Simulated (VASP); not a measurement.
Crystal: AlP.

```
CELL_PARAMETERS angstrom
0.00000 2.73926 2.73926
2.73926 0.00000 2.73926
2.73926 2.73926 0.00000
ATOMIC_POSITIONS crystal
Al 0.00000 0.00000 0.00000
P 0.25000 0.25000 0.25000
```

Base run:

```yaml
Program: VASP 6.6.1
Functional: PBE
Potentials_or_basis: VASP PAW PBE potentials, release 64 (Al, P)
Cutoff: 500 eV
k_mesh: 5 × 5 × 5
Occupations: gaussian, width 0.01 eV
Spin: no spin polarisation
```

Its results: band gap on the k mesh 1.83 eV (least direct gap 3.22 eV); pressure 1.4 GPa.

**Question.** After a change of settings the same cell gave: band gap on the k mesh 1.45 eV (least direct gap 3.12 eV); pressure -0.3 GPa. Which change was it?
A. k mesh from 5 × 5 × 5 to 6 × 6 × 6; occupations from gaussian, width 0.01 eV to methfessel-paxton, width 0.05 eV
B. k mesh from 5 × 5 × 5 to 2 × 2 × 2
C. functional from PBE to PBEsol; k mesh from 5 × 5 × 5 to 6 × 6 × 6
D. functional from PBE to PBE-based screened hybrid with 100 % exact exchange; cutoff from 500 eV to 400 eV; k mesh from 5 × 5 × 5 to 4 × 4 × 4

**Answer.** C.

Caveats: an odd mesh through Γ misses points on the zone boundary, where band edges can lie (at least some runs); the PAW data sets were made with another functional, which shifts forces and pressure a little (at least some runs).
